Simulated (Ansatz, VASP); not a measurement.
## CdTe in VASP and in Ansatz

```
Cd Te
1.0
     0.00000    2.33080    2.33080
     2.33080    0.00000    2.33080
     2.33080    2.33080    0.00000
Cd Te
1 1
Direct
  0.00000 0.00000 0.00000
  0.50000 0.50000 0.50000
```

Change from the starting cell: volume scaled by 0.45, PAW files.

Alike in both runs: task single point; functional r2SCAN; k mesh 13 × 13 × 13; occupations fermi-dirac, width 0.08 eV; no spin polarisation.

|  | VASP | Ansatz |
| --- | --- | --- |
| version | VASP 6.6.1 | Ansatz 0.2.0 |
| potentials or method | VASP PAW PBE potentials, release 64 (Cd, Te) | PAW with Ansatz's default frozen-core files, scalar-relativistic |
| plane-wave cutoff (eV) | 520 | 500 |
| valence electrons in the cell | 18 | 36 |

Ansatz gave:

```
pressure (GPa) : 284.7
```

Task: What did VASP give for the same quantities?

Result: Pressure (GPa): 292.0.

VASP's potentials were made for PBE, not for r2SCAN. Both programs put the cell under a high pressure, so it lies far from rest at this level. VASP's potentials hold 18 valence electrons a cell and Ansatz's 36, so a difference there can come from the potentials and not from the codes.

Neither program's run includes spin-orbit coupling. Noted on VASP's run: the cell as given lies far from equilibrium.
